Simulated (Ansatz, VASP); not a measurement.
## One calculation of Al2O3, two programs

```xyz
10
Lattice="2.3791 1.3736 4.3299 -2.3791 1.3736 4.3299 0.0000 -2.7471 4.3299" Properties=species:S:1:pos:R:3 pbc="T T T"
Al    0.0000    0.0000    4.5761
Al    0.0000    0.0000    1.9187
Al    0.0000    0.0000    8.4136
Al    0.0000    0.0000   11.0710
O    -0.9221    1.3736    7.5773
O    -0.7285   -1.4853    7.5773
O     1.6506    0.1118    7.5773
O     0.9221   -1.3736    5.4124
O     0.7285    1.4853    5.4124
O    -1.6506   -0.1118    5.4124
```

Alike in both runs: task relaxation of cell and atoms; functional PBE; k mesh 6 × 6 × 6; occupations gaussian, width 0.02 eV; no spin polarisation.

```csv
,VASP,Ansatz
version,VASP 6.6.1,Ansatz 0.2.0
potentials or method,"VASP PAW PBE potentials, release 64 (Al, O), cutoff 600 eV","scalar-relativistic, plane waves, PAW"
valence electrons in the cell,48,48
```

Ansatz gave:

* gap on the k mesh at the Fermi level, each at its own relaxed structure (eV): 5.86
* relaxed volume (Å³/atom): 8.76
* relaxed length of the cell vector where the two differ most in proportion (Å): 5.180

Problem. What did VASP give for the same quantities?

Solution. gap on the k mesh at the Fermi level, each at its own relaxed structure (eV): 5.87; relaxed volume (Å³/atom): 8.74; relaxed length of the cell vector where the two differ most in proportion (Å): 5.177.
